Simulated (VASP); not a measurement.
Here is a VASP 6.6.1 calculation.

Contents of INCAR:

```
  PREC = Accurate
  ENCUT = 520
  EDIFF = 1E-6
  ISMEAR = 0
  SIGMA = 0.05
  LREAL = False
  LASPH = True
  NELM = 80
  ALGO = Normal
  ISIF = 2
  LWAVE = False
  LCHARG = False
  GGA = PE
  NBANDS = 11
```

The input KPOINTS:

```
Automatic mesh
0
Gamma
  12 12 12
```

Contents of POSCAR:

```
SiC
1.0
    0.0081525000      2.1740000000      2.1740000000
    2.1821525000      0.0000000000      2.1821525000
    2.1740000000      2.1740000000      0.0081525000
Si C
1 1
Direct
    0.0000000000      0.0000000000      0.0000000000
    0.7500000000      0.7500000000      0.7500000000
```

Potentials or basis: VASP PAW PBE potentials, release 64 (Si, C).

Command:

```console
$ cat potpaw_PBE.64/Si/POTCAR potpaw_PBE.64/C/POTCAR > POTCAR
$ mpirun -np 1 vasp_std > vasp.out
```

(1) Predict the band gap on the k mesh.

(2) What does it give for the pressure?

(3) What does it give for the largest force?

## Answers

(1) 1.33 eV, indirect (least direct gap 4.49 eV).

(2) 4.8 GPa.

(3) 0.065 eV/Å.

Caveat: the cell differs from its parent crystal (strain +0.0075 x Voigt [0, 0, 0, 0, 1, 0]).
